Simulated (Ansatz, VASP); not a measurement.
Given: the input of a run of Ansatz 0.2.0 on Ti.

input.yaml

```yaml
crystal:
  lattice:
    - [-1.641, 1.641, 1.641]
    - [1.641, -1.641, 1.641]
    - [1.641, 1.641, -1.641]
  atoms:
    - { symbol: Ti, position: [0.0, 0.0, 0.0] }
hamiltonian:
  xc: revpbe
  pseudopotentials: { kind: paw }
  dispersion: d3bj
kpoints:
  mp_grid: { grid: [11, 11, 11] }
scf:
  occupations: { method: fermi_dirac, width: 0.05 }
output:
  forces: true
  stress: true
relax:
  f_tol: 0.01
  max_steps: 40
  cell: { stress_tol: 0.05 }
```

Potentials or basis: Ansatz PAW.

Command:

```sh
$ ansatz run input.yaml --threads 2 --pin off --max-ram 5632MiB --backend cpu --events-out ev --progress --plain --runs-dir out
```

Problem. Translate it to VASP 6.6.1. Potentials there: VASP PAW PBE potentials, release 64 (Ti_sv).

Solution. As run (the cutoff follows the program's own potentials):

File INCAR:

```
SYSTEM = Ti
  PREC = Accurate
  ENCUT = 600
  EDIFF = 1E-6
  ISMEAR = -1
  SIGMA = 0.05
  LREAL = .False.
  LASPH = .True.
  NELM = 60
  ALGO = Normal
  ISIF = 3
  LWAVE = .False.
  LCHARG = .False.
  GGA = RE
  IVDW = 12
  IBRION = 2
  NSW = 60
  EDIFFG = -0.01
```

The input KPOINTS:

```
Automatic mesh
0
Gamma
  11 11 11
  0 0 0
```

File POSCAR:

```
Ti
1.0
   -1.6410000000      1.6410000000      1.6410000000
    1.6410000000     -1.6410000000      1.6410000000
    1.6410000000      1.6410000000     -1.6410000000
Ti
1
Direct
    0.0000000000      0.0000000000      0.0000000000
```

Potentials or basis: VASP PAW PBE potentials, release 64 (Ti_sv).

The run is started by

```bash
$ cat potpaw_PBE.64/Ti_sv/POTCAR > POTCAR
$ mpirun -np 1 vasp_std > vasp.out
```

Both were run:

|  | VASP | Ansatz | Ansatz less VASP |
| --- | --- | --- | --- |
| relaxed volume (Å³/atom) | 15.77 | 15.82 | +0.053 |
| relaxed cell length with the largest relative difference (Å) | 2.736 | 2.739 | +0.0031 |

VASP's potentials were made for PBE, not for revPBE.

Noted on Ansatz's run: the plane-wave basis is chosen anew once the cell has moved, so the energies of steps on either side of that aren't comparable.
